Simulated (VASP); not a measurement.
# Ge (Cmmm) in VASP: a series of runs

Runs on Ge. Level: r2SCAN. Tasks: single point.

All numbers are computed with VASP 6.6.1; they aren't measurements. Logs are shortened: lines on timing, memory, paths and dates and some standing lists are left out, and cuts for length are marked.

## Step 1: The cell of the first run

The structure is orthorhombic, space group Cmmm (No. 65). Conventional cell: a = 2.794 Å, b = 5.097 Å, c = 2.698 Å, α = 90.00°, β = 90.00°, γ = 90.00°. Ge (site symmetry mmm) has 8 Ge at 2.70 to 2.91 Å within 3.6 Å.

## Step 2: Single point, r2SCAN (strain -0.0200 x Voigt [0, 1, 0, 0, 0, 0])

POSCAR

```
Ge
1.0
    1.3971490000     -2.5485056800      0.0000000000
    1.3971490000      2.5485056800      0.0000000000
    0.0000000000      0.0000000000      2.6982310000
Ge
1
Direct
    0.5000000000      0.5000000000      0.0000000000
```

INCAR.step1

```
PREC     = Accurate       # precision mode
ENCUT    = 520            # plane-wave cutoff, eV
ISMEAR   = 0              # smearing method
SIGMA    = 0.15           # smearing width, eV
LREAL    = F              # projectors in reciprocal space
LASPH    = T              # aspherical terms in the spheres
NELM     = 80             # most SCF steps
NBANDS   = 13             # bands
GGA      = PE             # functional
ALGO     = Normal         # electronic algorithm
EDIFF    = 1E-4           # SCF threshold, eV
LWAVE    = T              # write WAVECAR
LCHARG   = F              # write CHGCAR
```

INCAR.step2

```
PREC     = Accurate       # precision mode
ENCUT    = 520            # plane-wave cutoff, eV
EDIFF    = 1E-6           # SCF threshold, eV
ISMEAR   = 0              # smearing method
SIGMA    = 0.15           # smearing width, eV
LREAL    = F              # projectors in reciprocal space
LASPH    = T              # aspherical terms in the spheres
NELM     = 80             # most SCF steps
ALGO     = Normal         # electronic algorithm
ISIF     = 2              # what is computed and relaxed
LWAVE    = F              # write WAVECAR
LCHARG   = F              # write CHGCAR
METAGGA  = R2SCAN         # meta-GGA
LMIXTAU  = T            
NBANDS   = 13             # bands
ISTART   = 1
```

KPOINTS

```
regular mesh
0
Gamma
  20 20 18
```

Potentials or basis: VASP PAW PBE potentials, release 64 (Ge_d).

Launch:

```sh
cat potpaw_PBE.64/Ge_d/POTCAR > POTCAR
cp INCAR.step1 INCAR
mpirun -np 1 vasp_std > vasp.out
cp INCAR.step2 INCAR
mpirun -np 1 vasp_std > vasp.out
```

OUTCAR:

```text
PREC = Accurate
   ENCUT = 520
   EDIFF = 1E-6
   ISMEAR = 0
   LREAL = F
   LASPH = T
   NELM = 80
   ISIF = 2
   METAGGA = R2SCAN
   ISTART = 1

 ion  position               nearest neighbor table
   1  0.500  0.500  0.000-

  LATTYP: Found a base centered orthorhombic cell.
 ALAT       =     2.7942980000
 B/A-ratio  =     1.8240758001
 C/A-ratio  =     0.9656203454

  Lattice vectors:

 A1 = (   1.3971490000,  -2.5485056800,   0.0000000000)
 A2 = (   1.3971490000,   2.5485056800,   0.0000000000)
 A3 = (   0.0000000000,   0.0000000000,   2.6982310000)

Analysis of symmetry for initial positions (statically):
=====================================================================
 Subroutine PRICEL returns:
 Original cell was already a primitive cell.

 Routine SETGRP: Setting up the symmetry group for a
 base centered orthorhombic supercell.

 Subroutine GETGRP returns: Found  8 space group operations
 (whereof  8 operations were pure point group operations)
 out of a pool of  8 trial point group operations.

The static configuration has the point symmetry D_2h.

Analysis of symmetry for dynamics (positions and initial velocities):
=====================================================================
 Subroutine PRICEL returns:
 Original cell was already a primitive cell.

 Routine SETGRP: Setting up the symmetry group for a
 base centered orthorhombic supercell.

 Subroutine GETGRP returns: Found  8 space group operations
 (whereof  8 operations were pure point group operations)
 out of a pool of  8 trial point group operations.

The dynamic configuration has the point symmetry D_2h.

 Subroutine INISYM returns: Found  8 space group operations
 (whereof  8 operations are pure point group operations),
 and found     1 'primitive' translations

----------------------------------------------------------------------------------------

                                     Primitive cell

  volume of cell :      19.2149

  direct lattice vectors                    reciprocal lattice vectors
     1.397149000 -2.548505680  0.000000000     0.357871637 -0.196193402  0.000000000
     1.397149000  2.548505680  0.000000000     0.357871637  0.196193402  0.000000000
     0.000000000  0.000000000  2.698231000     0.000000000  0.000000000  0.370613191

  length of vectors
     2.906356229  2.906356229  2.698231000     0.408122481  0.408122481  0.370613191

  position of ions in fractional coordinates (direct lattice)
     0.500000000  0.500000000  0.000000000

[... 83 lines left out ...]
   POTIM  = 0.5000    time-step for ionic-motion
   TEBEG  =    0.0;   TEEND  =   0.0 temperature during run
   PSTRESS=    0.0 pullay stress
   NELECT =      14.0000    total number of electrons
   NUPDOWN=      -1.0000    fix difference up-down
   EMIN   =  10.00;   EMAX   =-10.00  energy-range for DOS
   EFERMI =   0.00;   METHOD = LEGACY
   ISMEAR =     0;   SIGMA  =   0.15  broadening in eV -4-tet -1-fermi 0-gaus
   EFERMI_NEDOS =   21; number of points for ismear=-14 and -15
   IALGO  =     38    algorithm
   IMIX   =      4    mixing-type and parameters
     AMIX     =   0.40;   BMIX     =  1.00
     AMIX_MAG =   1.60;   BMIX_MAG =  1.00
  volume/ion in A,a.u.               =      19.21       129.67
  Fermi-wavevector in a.u.,A,eV,Ry     =   1.473121  2.783795 29.525797  2.170085
  Thomas-Fermi vector in A             =   2.588052
   LORBIT       =      0    0 simple, 1 ext, 2 COOP (PROOUT), +10 PAW based schemes
   METAGGA = R2SCAN    functional components
   LHFCALC =     F    Hartree Fock is set to
   AEXX    =    0.0000 exact exchange contribution
   IVDW    =     0    specifies the selected vdW correction
   LEPSILON=     F    determine dielectric tensor
   LRPA    =     F    only Hartree local field effects (RPA)
 non-spin polarized calculation
 Gauss-broadening in eV      SIGMA  =   0.15
  energy-cutoff  :      520.00
  volume of cell :       19.21
 maximum number of plane-waves:       532
 NGX is ok and might be reduce to    24
   NGX = 11   NGY = 11   NGZ = 11

 number of electron      13.9999992 magnetization

 Free energy of the ion-electron system (eV)
  ---------------------------------------------------
  ext. energy  EPLUGINS =         0.00000000
  ---------------------------------------------------
  free energy    TOTEN  =       -13.48486327 eV

  energy without entropy =      -13.48007553  energy(sigma->0) =      -13.48246940

 E-fermi :   6.3337     XC(G=0): -12.1918

 val. band max:        6.3320475494   @ k =  -0.3000   0.0500   0.2778
 cond. band min:       6.3405513221   @ k =   0.4000   0.4000   0.0556
 fundamental gap:      0.0085037727
 Fermi energy:         6.3337029306

 k-point     1 :       0.0000    0.0000    0.0000
  band No.  band energies     occupation
      1     -19.1830      2.00000
      2     -19.1118      2.00000
      3     -19.0697      2.00000
      4     -18.9427      2.00000
      5     -18.9303      2.00000
      6      -7.3528      2.00000
      7      13.1518      0.00000
      8      14.4150      0.00000
      9      15.5505      0.00000
     10      16.8371      0.00000
     11      20.2193      0.00000
     12      22.0442      0.00000
     13      22.6608      0.00000
[... 354 lines left out ...]
  band No.  band energies     occupation
      1     -19.1517      2.00000
      2     -19.0817      2.00000
      3     -18.9971      2.00000
      4     -18.9759      2.00000
      5     -18.9508      2.00000
      6      -4.6240      2.00000
      7       4.9925      2.00000
      8      10.2094      0.00000
      9      15.6428      0.00000
     10      16.2172      0.00000
     11      20.4799      0.00000
     12      27.0691      0.00000
     13      28.1207      0.00000

 [... further k-points ...]

------------------------ aborting loop because EDIFF is reached ----------------------------------------

  FORCE on cell =-STRESS in cart. coord.  units (eV):
  Direction    XX          YY          ZZ          XY          YZ          ZX
  --------------------------------------------------------------------------------------
  -------------------------------------------------------------------------------------
  Total       -0.1291794     -0.1934872     -0.4476231     -0.0000000      0.0000000      0.0000000
  in kB      -10.7712584    -16.1333842    -37.3237815     -0.0000000      0.0000000      0.0000000
  external PRESSURE =     -21.4094747 kB  Pullay stress =       0.0000000 kB

 VOLUME and BASIS-vectors are now :
 -----------------------------------------------------------------------------
  energy-cutoff  :      520.00
  volume of cell :       19.21
      direct lattice vectors                 reciprocal lattice vectors
     1.397149000 -2.548505680  0.000000000     0.357871637 -0.196193402  0.000000000
     1.397149000  2.548505680  0.000000000     0.357871637  0.196193402  0.000000000
     0.000000000  0.000000000  2.698231000     0.000000000  0.000000000  0.370613191

 POSITION                                       TOTAL-FORCE (eV/Angst)
 -----------------------------------------------------------------------------------
      1.39715      0.00000      0.00000        -0.000000      0.000000      0.000000
 -----------------------------------------------------------------------------------
    total drift:                               -0.000000     -0.000000     -0.000000

  FREE ENERGIE OF THE ION-ELECTRON SYSTEM (eV)
  ---------------------------------------------------
  free  energy   TOTEN  =       -13.4848632729 eV

  energy  without entropy=      -13.4800755282  energy(sigma->0) =      -13.48246940
```

OUTCAR.step1:

```text
PREC = Accurate
   ENCUT = 520
   ISMEAR = 0
   LREAL = F
   LASPH = T
[... 602 lines left out ...]

 POSITION                                       TOTAL-FORCE (eV/Angst)
 -----------------------------------------------------------------------------------
      1.39715      0.00000      0.00000        -0.000000     -0.000000      0.000000
 -----------------------------------------------------------------------------------
    total drift:                               -0.000000     -0.000000     -0.000000

  FREE ENERGIE OF THE ION-ELECTRON SYSTEM (eV)
  ---------------------------------------------------
  free  energy   TOTEN  =        -4.2720851793 eV

  energy  without entropy=       -4.2670975868  energy(sigma->0) =       -4.26959138
```

It took 13 min on 1 thread of Oxide Virtual Turin-like, shared host; peak memory 0.31 GiB.

What came out:

```yaml
Free_energy: -13.4849 eV
Pressure: -2.1 GPa
Band_gap_on_the_k_mesh: zero (bands 7 and 8 overlap by 10.08 eV)
```

Stress tensor (GPa, compression positive):
```
-1.08  0.00  0.00
 0.00 -1.61  0.00
 0.00  0.00 -3.73
```

Caveat: the cell differs from its parent crystal (strain -0.0200 x Voigt [0, 1, 0, 0, 0, 0]); the PAW data sets were made with another functional, which shifts forces and pressure a little.

## Step 3: Single point, r2SCAN (strain -0.0150 x Voigt [0, 1, 0, 0, 0, 0])

POSCAR

```
Ge
1.0
    1.3971490000     -2.5615082600      0.0000000000
    1.3971490000      2.5615082600      0.0000000000
    0.0000000000      0.0000000000      2.6982310000
Ge
1
Direct
    0.5000000000      0.5000000000      0.0000000000
```

INCAR.step1

```
PREC     = Accurate       # precision mode
ENCUT    = 520            # plane-wave cutoff, eV
ISMEAR   = 0              # smearing method
SIGMA    = 0.15           # smearing width, eV
LREAL    = False          # projectors in reciprocal space
LASPH    = True           # aspherical terms in the spheres
NELM     = 60             # most SCF steps
NBANDS   = 13             # bands
GGA      = PE             # functional
ALGO     = Normal         # electronic algorithm
EDIFF    = 1E-4           # SCF threshold, eV
LWAVE    = True           # write WAVECAR
LCHARG   = False          # write CHGCAR
```

INCAR.step2

```
PREC     = Accurate       # precision mode
ENCUT    = 520            # plane-wave cutoff, eV
EDIFF    = 1E-7           # SCF threshold, eV
ISMEAR   = 0              # smearing method
SIGMA    = 0.15           # smearing width, eV
LREAL    = False          # projectors in reciprocal space
LASPH    = True           # aspherical terms in the spheres
NELM     = 60             # most SCF steps
ALGO     = Normal         # electronic algorithm
ISIF     = 2              # what is computed and relaxed
LWAVE    = False          # write WAVECAR
LCHARG   = False          # write CHGCAR
METAGGA  = R2SCAN         # meta-GGA
LMIXTAU  = True         
NBANDS   = 13             # bands
ISTART   = 1
```

KPOINTS is that of step 2.

Potentials or basis: VASP PAW PBE potentials, release 64 (Ge_d).

Launch:

```sh
cat potpaw_PBE.64/Ge_d/POTCAR > POTCAR
cp INCAR.step1 INCAR
mpirun -np 1 vasp_std > vasp.out
cp INCAR.step2 INCAR
mpirun -np 1 vasp_std > vasp.out
```

It took 17 min on 1 thread of Oxide Virtual Turin-like, shared host; peak memory 0.32 GiB.

It converged, with:

* Free energy: -13.4838 eV
* Pressure: -2.4 GPa
* Band gap on the k mesh: zero (bands 7 and 8 overlap by 10.10 eV)

Stress tensor (GPa, compression positive):
```
-1.39  0.00  0.00
 0.00 -2.06  0.00
 0.00  0.00 -3.62
```

Levels at points of the mesh, in eV from the Fermi level:
| k point | band 3 | band 4 | band 5 | band 6 | band 7 | band 8 | band 9 | band 10 | band 11 | band 12 |
| --- | --- | --- | --- | --- | --- | --- | --- | --- | --- | --- |
| (0.00, 0.00, 0.00) | -25.40 | -25.28 | -25.26 | -13.64 | 6.86 | 7.93 | 9.18 | 10.52 | 13.72 | 15.73 |
| (0.50, 0.00, 0.00) | -25.33 | -25.29 | -25.29 | -8.19 | -5.69 | 3.83 | 8.13 | 11.04 | 17.49 | 17.51 |
| (0.50, 0.50, 0.00) | -25.33 | -25.30 | -25.27 | -8.93 | -5.87 | 5.34 | 9.50 | 10.47 | 16.88 | 17.26 |
| (0.00, 0.00, 0.50) | -25.35 | -25.33 | -25.31 | -9.71 | -6.04 | 10.98 | 12.24 | 17.17 | 17.61 | 18.44 |
| (0.50, 0.00, 0.50) | -25.37 | -25.29 | -25.19 | -3.73 | -2.61 | -1.82 | 4.03 | 6.85 | 12.41 | 14.06 |
| (0.50, 0.50, 0.50) | -25.35 | -25.29 | -25.21 | -4.57 | -2.75 | -2.36 | 3.73 | 8.39 | 13.94 | 15.58 |

Caveat: the cell differs from its parent crystal (strain -0.0150 x Voigt [0, 1, 0, 0, 0, 0]); the PAW data sets were made with another functional, which shifts forces and pressure a little.
